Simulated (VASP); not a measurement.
## Rb: single point with PBEsol

Crystal: Rb.

```
Rb
1.0
    -2.73585    2.73585    2.66570
     2.73585   -2.73585    2.66570
     2.73585    2.73585   -2.66570
Rb
1
Direct
  0.00000 0.00000 0.00000
```

This cell differs from its parent crystal: strain -0.025 along x and y, -0.050 along z.

- Program: VASP 6.6.1
- Task: single point
- Functional: PBEsol
- Potentials or basis: VASP PAW PBE potentials, release 64 (Rb_sv)
- Cutoff: 520 eV
- k mesh: 12 × 12 × 12
- Occupations: gaussian, width 0.15 eV
- Spin: no spin polarisation

| Quantity | Value |
| --- | --- |
| Pressure | 0.3 GPa |

Levels at points of the mesh, in eV from the Fermi level:
```csv
k point,band 1,band 2,band 3,band 4,band 5,band 6,band 7,band 8,band 9,band 10
"(0.00, 0.00, 0.00)",-28.79,-12.82,-12.82,-12.82,-2.15,3.71,3.85,3.85,4.74,4.95
"(0.50, 0.00, 0.00)",-28.78,-12.97,-12.87,-12.82,0.22,0.92,2.56,4.58,5.50,5.58
"(0.50, 0.50, 0.00)",-28.78,-12.97,-12.86,-12.82,0.17,0.85,2.71,4.47,5.46,5.62
"(0.50, 0.50, 0.50)",-28.77,-12.93,-12.93,-12.92,1.13,1.21,3.51,3.51,3.79,5.55
```

It took 39 s on 1 thread of Intel(R) Xeon(R) 6975P-C (Granite Rapids) (shared host), peak memory 0.28 GiB.

Caveat: the cell differs from its parent crystal (strain -0.025 along x and y, -0.050 along z); the PAW data sets were made with another functional, which shifts forces and pressure a little.
